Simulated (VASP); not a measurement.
Input of a VASP 6.6.1 run:

INCAR

```
SYSTEM = Ga
PREC = Accurate ; ENCUT = 600
EDIFF = 1E-6 ; ISMEAR = -1
SIGMA = 0.05 ; LREAL = .FALSE.
LASPH = .TRUE. ; NELM = 80
ALGO = Normal ; ISIF = 3
LWAVE = .FALSE. ; LCHARG = .FALSE.
GGA = PE ; IBRION = 2
NSW = 60 ; EDIFFG = -0.005
```

File KPOINTS:

```
Automatic mesh
0
G
  17 17 15
  0 0 0
```

File POSCAR:

```
Ga
1.0
    2.8954060997      0.0000000000      0.0000000000
   -1.4477030498      2.5074952366      0.0000000000
    0.0000000000      0.0000000000      2.7216817337
Ga
1
Direct
    0.0000000000      0.0000000000      0.0000000000
```

Potentials or basis: VASP PAW PBE potentials, release 64 (Ga_d).

Command:

```console
$ cat potpaw_PBE.64/Ga_d/POTCAR > POTCAR
$ mpirun -np 1 vasp_std > vasp.out
```

(1) Predict the relaxed cell.

(2) Predict the space group after relaxing (to 0.05 Å).

(3) Predict the relaxed volume.

Answers

(1) a = 2.858 Å, b = 2.858 Å, c = 2.738 Å, α = 90.00°, β = 90.00°, γ = 120.00°.

(2) P6/mmm (No. 191).

(3) 19.37 Å³/atom.
